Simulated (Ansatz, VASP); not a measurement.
# Two plane-wave programs on Al

```
Al
1.0
     0.00000    2.19874    1.71502
     2.19874    0.00000    1.71502
     2.19874    2.19874    0.00000
Al
1
Direct
  0.00000 0.00000 0.00000
```

Alike in both runs: task single point; functional PBEsol; k mesh 22 × 22 × 22; occupations gaussian, width 0.15 eV; no spin polarisation.

```csv
,VASP,Ansatz
version,VASP 6.6.1,Ansatz 0.2.0
potentials or method,"VASP PAW PBE potentials, release 64 (Al), cutoff 520 eV","scalar-relativistic, plane waves, PAW"
valence electrons in the cell,3,3
```

```tsv
	VASP	Ansatz	Ansatz less VASP
gap on the k mesh at the Fermi level (eV)	none	none	-
pressure (GPa)	-0.2	-0.2	-0.06
traceless stress, the component that is largest in VASP (GPa)	2.95	2.95	-0.008
```

VASP's potentials were made for PBE, not for PBEsol. A gap of «none» marks a metal or a gap that the smearing closes. With one functional, cell and mesh, what is left measures potentials, basis and numerics.
